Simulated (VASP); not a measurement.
# Pt (I4/mmm) in VASP: notebook

The runs below take Pt through single point, with PBEsol.

Everything below comes from runs of VASP 6.6.1. Logs are shortened: lines on timing, memory, paths and dates and some standing lists are left out, and cuts for length are marked.

## 1. The cell of the first run

Symmetry: I4/mmm, No. 139, tetragonal system. Conventional cell: a = 2.632 Å, b = 2.632 Å, c = 4.114 Å, α = 90.00°, β = 90.00°, γ = 90.00°. Pt (site symmetry 4/mmm) has 12 Pt at 2.63 to 2.77 Å within 3.5 Å.

## 2. Single point, PBEsol (strain -0.050 along x and y, +0.050 along z)

INCAR reads:

```
SYSTEM = Pt
ALGO = Fast ; EDIFF = 1E-6
ENCUT = 520 ; GGA = PS
ISIF = 2 ; ISMEAR = 0
LASPH = .True. ; LCHARG = .True.
LELF = .True. ; LREAL = .False.
LVHAR = .True. ; LWAVE = .False.
NBANDS = 11 ; NELM = 60
PREC = Accurate ; SIGMA = 0.15
```

KPOINTS reads:

```
k-points
0
Gamma
  26 26 26
  0 0 0
```

POSCAR reads:

```
Pt
1.0
    0.0000000000      1.8610788282      2.0569818628
    1.8610788282      0.0000000000      2.0569818628
    1.8610788282      1.8610788282      0.0000000000
Pt
1
Direct
    0.0000000000      0.0000000000      0.0000000000
```

Potentials or basis: VASP PAW PBE potentials, release 64 (Pt).

Launch:

```
> cat potpaw_PBE.64/Pt/POTCAR > POTCAR
> mpirun -np 1 vasp_std > vasp.out
```

OUTCAR:

```text
SYSTEM = Pt
   EDIFF = 1E-6
   ENCUT = 520
   GGA = PS
   ISIF = 2
   ISMEAR = 0
   LASPH = .True.
   LREAL = .False.
   NELM = 60
   PREC = Accurate

 ion  position               nearest neighbor table
   1  0.000  0.000  0.000-

  LATTYP: Found a body centered tetragonal cell.
 ALAT       =     2.6319629195
 C/A-ratio  =     1.5630781479

  Lattice vectors:

 A1 = (  -1.8610788282,   0.0000000000,   2.0569818628)
 A2 = (   1.8610788282,   0.0000000000,   2.0569818628)
 A3 = (   0.0000000000,   1.8610788282,  -2.0569818628)

Analysis of symmetry for initial positions (statically):
=====================================================================
 Subroutine PRICEL returns:
 Original cell was already a primitive cell.

 Routine SETGRP: Setting up the symmetry group for a
 body centered tetragonal supercell.

 Subroutine GETGRP returns: Found 16 space group operations
 (whereof 16 operations were pure point group operations)
 out of a pool of 16 trial point group operations.

The static configuration has the point symmetry D_4h.

Analysis of symmetry for dynamics (positions and initial velocities):
=====================================================================
 Subroutine PRICEL returns:
 Original cell was already a primitive cell.

 Routine SETGRP: Setting up the symmetry group for a
 body centered tetragonal supercell.

 Subroutine GETGRP returns: Found 16 space group operations
 (whereof 16 operations were pure point group operations)
 out of a pool of 16 trial point group operations.

The dynamic configuration has the point symmetry D_4h.

 Subroutine INISYM returns: Found 16 space group operations
 (whereof 16 operations are pure point group operations),
 and found     1 'primitive' translations

----------------------------------------------------------------------------------------

                                     Primitive cell

  volume of cell :      14.2492

  direct lattice vectors                    reciprocal lattice vectors
     0.000000000  1.861078828  2.056981863    -0.268661377  0.268661377  0.243074579
     1.861078828  0.000000000  2.056981863     0.268661377 -0.268661377  0.243074579
     1.861078828  1.861078828  0.000000000     0.268661377  0.268661377 -0.243074579

  length of vectors
     2.773948231  2.773948231  2.631962919     0.451046695  0.451046695  0.451046695

  position of ions in fractional coordinates (direct lattice)
     0.000000000  0.000000000  0.000000000

  ion indices of the primitive-cell ions
   primitive index   ion index
                 1           1

----------------------------------------------------------------------------------------

 KPOINTS: k-points

Automatic generation of k-mesh.
 Grid dimensions read from file:
 generate k-points for:   26   26   26

 Generating k-lattice:

  Cartesian coordinates                     Fractional coordinates (reciprocal lattice)
    -0.010333130  0.010333130  0.009349022     0.038461538  0.000000000  0.000000000
     0.010333130 -0.010333130  0.009349022     0.000000000  0.038461538  0.000000000
     0.010333130  0.010333130 -0.009349022     0.000000000  0.000000000  0.038461538

  Length of vectors
     0.017347950  0.017347950  0.017347950

  Shift w.r.t. Gamma in fractional coordinates (k-lattice)
     0.000000000  0.000000000  0.000000000

 Subroutine IBZKPT returns following result:
 ===========================================

 Found   1330 irreducible k-points:

 Following reciprocal coordinates:
            Coordinates               Weight
  0.000000  0.000000  0.000000      1.000000
  0.038462 -0.000000  0.000000      8.000000
  0.076923 -0.000000  0.000000      8.000000
  0.115385 -0.000000  0.000000      8.000000
  0.153846 -0.000000  0.000000      8.000000
  0.192308 -0.000000  0.000000      8.000000
[... 16 lines left out ...]
  0.346154  0.038462  0.000000      8.000000
  0.384615  0.038462  0.000000      8.000000
 [... further k-points ...]
   k-points           NKPTS =   1330   k-points in BZ     NKDIM =   1330   number of bands    NBANDS=     11
   number of dos      NEDOS =    301   number of ions     NIONS =      1
   total plane-waves  NPLWV =  11520
   dimension x,y,z NGX =    24 NGY =   24 NGZ =   20
   dimension x,y,z NGXF=    48 NGYF=   48 NGZF=   40
   ions per type =               1
   NGX,Y,Z   is equivalent  to a cutoff of  14.38, 14.38, 12.63 a.u.
   NGXF,Y,Z  is equivalent  to a cutoff of  28.77, 28.77, 25.27 a.u.
 SYSTEM =  Pt
   PREC   = accura    normal or accurate (medium, high low for compatibility)
   ISTART =      0    job   : 0-new  1-cont  2-samecut
   ICHARG =      2    charge: 1-file 2-atom 10-const
   ISPIN  =      1    spin polarized calculation?
   LNONCOLLINEAR =      F non collinear calculations
   LSORBIT =      F    spin-orbit coupling
   LASPH  =      T    aspherical Exc in radial PAW
   ENCUT  =  520.0 eV  38.22 Ry    6.18 a.u.   5.16  5.16  4.89*2*pi/ulx,y,z
   NELM   =     60;   NELMIN=  2; NELMDL= -5     # of ELM steps
   EDIFF  = 0.1E-05   stopping-criterion for ELM
   LREAL  =      F    real-space projection
   EDIFFG = 0.1E-04   stopping-criterion for IOM
   NSW    =      0    number of steps for IOM
   IBRION =     -1    ionic relax: 0-MD 1-quasi-New 2-CG
   NFREE  =      0    steps in history (QN), initial steepest desc. (CG)
   ISIF   =      2    stress and relaxation
   ISYM   =      2    0-nonsym 1-usesym 2-fastsym
   POTIM  = 0.5000    time-step for ionic-motion
   TEBEG  =    0.0;   TEEND  =   0.0 temperature during run
   PSTRESS=    0.0 pullay stress
   NELECT =      10.0000    total number of electrons
   NUPDOWN=      -1.0000    fix difference up-down
   EMIN   =  10.00;   EMAX   =-10.00  energy-range for DOS
   EFERMI =   0.00;   METHOD = LEGACY
   ISMEAR =     0;   SIGMA  =   0.15  broadening in eV -4-tet -1-fermi 0-gaus
   EFERMI_NEDOS =   21; number of points for ismear=-14 and -15
   IALGO  =     68    algorithm
   IMIX   =      4    mixing-type and parameters
     AMIX     =   0.40;   BMIX     =  1.00
     AMIX_MAG =   1.60;   BMIX_MAG =  1.00
  volume/ion in A,a.u.               =      14.25        96.16
  Fermi-wavevector in a.u.,A,eV,Ry     =   1.454827  2.749225 28.797044  2.116523
  Thomas-Fermi vector in A             =   2.571933
   LORBIT       =      0    0 simple, 1 ext, 2 COOP (PROOUT), +10 PAW based schemes
   GGA     = PS    functional components
   LHFCALC =     F    Hartree Fock is set to
   AEXX    =    0.0000 exact exchange contribution
   IVDW    =     0    specifies the selected vdW correction
   LEPSILON=     F    determine dielectric tensor
   LRPA    =     F    only Hartree local field effects (RPA)
 non-spin polarized calculation
 RMM-DIIS sequential band-by-band and
 Gauss-broadening in eV      SIGMA  =   0.15
  energy-cutoff  :      520.00
  volume of cell :       14.25
 maximum number of plane-waves:       398
 NGX is ok and might be reduce to    24
   NGX = 11   NGY = 11   NGZ =  9

 number of electron      10.0000000 magnetization

 Free energy of the ion-electron system (eV)
  ---------------------------------------------------
  ext. energy  EPLUGINS =         0.00000000
  ---------------------------------------------------
  free energy    TOTEN  =        -6.88614467 eV

  energy without entropy =       -6.86751736  energy(sigma->0) =       -6.87683102

 E-fermi :  12.1833     XC(G=0): -13.9620

 val. band max:       12.1828429857   @ k =  -0.2692   0.0000   0.1154
 cond. band min:      12.1904299736   @ k =  -0.3077   0.0769   0.0000
 fundamental gap:      0.0075869879
 Fermi energy:        12.1833270226

 k-point     1 :       0.0000    0.0000    0.0000
  band No.  band energies     occupation
      1       1.2750      2.00000
      2       7.2107      2.00000
      3       8.5681      2.00000
      4       8.5681      2.00000
      5       9.5825      2.00000
      6      11.1939      2.00000
      7      26.8415      0.00000
      8      30.1982      0.00000
      9      32.9042      0.00000
     10      32.9042      0.00000
     11      37.7044      0.00000

 k-point     2 :       0.0385   -0.0000    0.0000
  band No.  band energies     occupation
      1       1.3387      2.00000
      2       7.2282      2.00000
      3       8.5437      2.00000
      4       8.5937      2.00000
      5       9.5782      2.00000
      6      11.1677      2.00000
      7      26.9447      0.00000
      8      30.2175      0.00000
      9      32.6017      0.00000
     10      33.0105      0.00000
     11      38.1322      0.00000

 k-point     3 :       0.0769   -0.0000    0.0000
  band No.  band energies     occupation
      1       1.5272      2.00000
      2       7.2746      2.00000
      3       8.4741      2.00000
      4       8.6675      2.00000
      5       9.5756      2.00000
      6      11.0943      2.00000
      7      27.2402      0.00000
      8      30.1466      0.00000
      9      32.0764      0.00000
     10      33.3240      0.00000
     11      39.0468      0.00000

 k-point     4 :       0.1154   -0.0000    0.0000
  band No.  band energies     occupation
      1       1.8313      2.00000
      2       7.3334      2.00000
      3       8.3704      2.00000
      4       8.7796      2.00000
      5       9.6033      2.00000
      6      10.9896      2.00000
      7      27.6835      0.00000
      8      29.6336      0.00000
      9      31.9900      0.00000
     10      33.8285      0.00000
     11      39.0510      0.00000
[... 239 lines left out ...]
 k-point    22 :       0.3077    0.0385    0.0000
  band No.  band energies     occupation
      1       3.8877      2.00000
      2       7.6823      2.00000
      3       7.9301      2.00000
      4       9.0918      2.00000
      5      10.7495      2.00000
      6      11.2657      2.00000
      7      24.5128      0.00000
      8      28.0908      0.00000
      9      34.5615      0.00000
     10      34.8043      0.00000
     11      36.3692      0.00000

 k-point    23 :       0.3462    0.0385    0.0000
  band No.  band energies     occupation
      1       4.1320      2.00000
      2       7.5997      2.00000
      3       8.4482      2.00000
      4       8.9948      2.00000
      5      11.2171      2.00000
      6      11.4785      2.00000
      7      23.1025      0.00000
      8      27.4617      0.00000
      9      33.9853      0.00000
     10      34.1576      0.00000
     11      37.3317      0.00000

 k-point    24 :       0.3846    0.0385    0.0000
  band No.  band energies     occupation
      1       4.2529      2.00000
      2       7.4927      2.00000
      3       8.8835      2.00000
      4       9.1965      2.00000
      5      11.6902      2.00000
      6      11.6962      2.00000
      7      21.6786      0.00000
      8      26.8992      0.00000
      9      33.0320      0.00000
     10      33.4830      0.00000
     11      38.3512      0.00000

 [... further k-points ...]

------------------------ aborting loop because EDIFF is reached ----------------------------------------

  FORCE on cell =-STRESS in cart. coord.  units (eV):
  Direction    XX          YY          ZZ          XY          YZ          ZX
  --------------------------------------------------------------------------------------
  -------------------------------------------------------------------------------------
  Total        2.2099159      2.2099159      0.7137899      0.0000000      0.0000000     -0.0000000
  in kB      248.4828027    248.4828027     80.2584885      0.0000000      0.0000000     -0.0000000
  external PRESSURE =     192.4080313 kB  Pullay stress =       0.0000000 kB

 VOLUME and BASIS-vectors are now :
 -----------------------------------------------------------------------------
  energy-cutoff  :      520.00
  volume of cell :       14.25
      direct lattice vectors                 reciprocal lattice vectors
     0.000000000  1.861078828  2.056981863    -0.268661377  0.268661377  0.243074579
     1.861078828  0.000000000  2.056981863     0.268661377 -0.268661377  0.243074579
     1.861078828  1.861078828  0.000000000     0.268661377  0.268661377 -0.243074579

 POSITION                                       TOTAL-FORCE (eV/Angst)
 -----------------------------------------------------------------------------------
      0.00000      0.00000      0.00000        -0.000000     -0.000000      0.000000
 -----------------------------------------------------------------------------------
    total drift:                                0.000000      0.000000     -0.000000

  FREE ENERGIE OF THE ION-ELECTRON SYSTEM (eV)
  ---------------------------------------------------
  free  energy   TOTEN  =        -6.8861446737 eV

  energy  without entropy=       -6.8675173586  energy(sigma->0) =       -6.87683102
```

It took 2.1 min on 1 thread of Intel Xeon Platinum 8488C (Sapphire Rapids), shared host; peak memory 0.31 GiB.

Results:

```
Free energy            : -6.8861 eV
Pressure               : 19.2 GPa
Band gap on the k mesh : zero (bands 5 and 6 overlap by 3.05 eV)
```

Levels at points of the mesh, in eV from the Fermi level:
```tsv
k point	band 3	band 4	band 5	band 6	band 7	band 8
(0.00, 0.00, 0.00)	-3.62	-3.62	-2.60	-0.99	14.66	18.01
(0.50, 0.00, 0.00)	-3.57	-0.71	-0.17	0.35	6.40	13.80
(0.50, 0.50, 0.00)	0.21	0.39	0.53	0.53	7.76	12.83
(0.50, 0.00, 0.50)	-0.09	-0.01	1.22	2.36	10.52	10.65
```

Caveat: the cell differs from its parent crystal (strain -0.050 along x and y, +0.050 along z); the cell stands under pressure; the PAW data sets were made with another functional, which shifts forces and pressure a little; spin-orbit coupling is left out, which moves the levels of the heavy elements.

## 3. Single point, PBEsol (strain +0.000 along x and y, -0.050 along z)

INCAR reads:

```
PREC = Accurate
ENCUT = 520
EDIFF = 1E-6
ISMEAR = 0
SIGMA = 0.15
LREAL = False
LASPH = True
NELM = 80
ALGO = Fast
ISIF = 2
LWAVE = False
LCHARG = False
GGA = PS
NBANDS = 11
```

KPOINTS reads:

```
regular mesh
0
Gamma
  26 26 26
```

POSCAR reads:

```
Pt
1.0
    0.0000000000      1.9590303455      1.8610788282
    1.9590303455      0.0000000000      1.8610788282
    1.9590303455      1.9590303455      0.0000000000
Pt
1
Direct
    0.0000000000      0.0000000000      0.0000000000
```

Potentials or basis: VASP PAW PBE potentials, release 64 (Pt).

Launch:

```
> cat potpaw_PBE.64/Pt/POTCAR > POTCAR
> mpirun -np 1 vasp_std > vasp.out
```

It took 2.5 min on 1 thread of Intel Xeon Platinum 8488C (Sapphire Rapids), shared host; peak memory 0.31 GiB.

The run converged. Its results:

```yaml
Free_energy: -6.9284 eV
Pressure: 16.9 GPa
Band_gap_on_the_k_mesh: zero (bands 5 and 6 overlap by 2.72 eV)
```

Stress tensor (GPa, compression positive):
```
15.14  0.00  0.00
 0.00 15.14  0.00
 0.00  0.00 20.51
```

Levels at points of the mesh, in eV from the Fermi level:
```
           k point  band 2  band 3  band 4  band 5  band 6  band 7  band 8  band 9
(0.00, 0.00, 0.00)   -4.34   -4.34   -3.71   -2.15   -1.41   14.51   19.24   19.24
(0.50, 0.00, 0.00)   -4.54   -3.88   -0.76   -0.10    0.24    6.27   13.98   18.86
(0.50, 0.50, 0.00)   -7.24    0.02    0.59    0.59    2.34   10.39   10.89   10.89
(0.50, 0.00, 0.50)   -7.21    0.02    0.29    0.80    1.28    9.01   11.63   12.09
```

Caveat: the cell differs from its parent crystal (strain +0.000 along x and y, -0.050 along z); the cell stands under pressure; the PAW data sets were made with another functional, which shifts forces and pressure a little; spin-orbit coupling is left out, which moves the levels of the heavy elements.
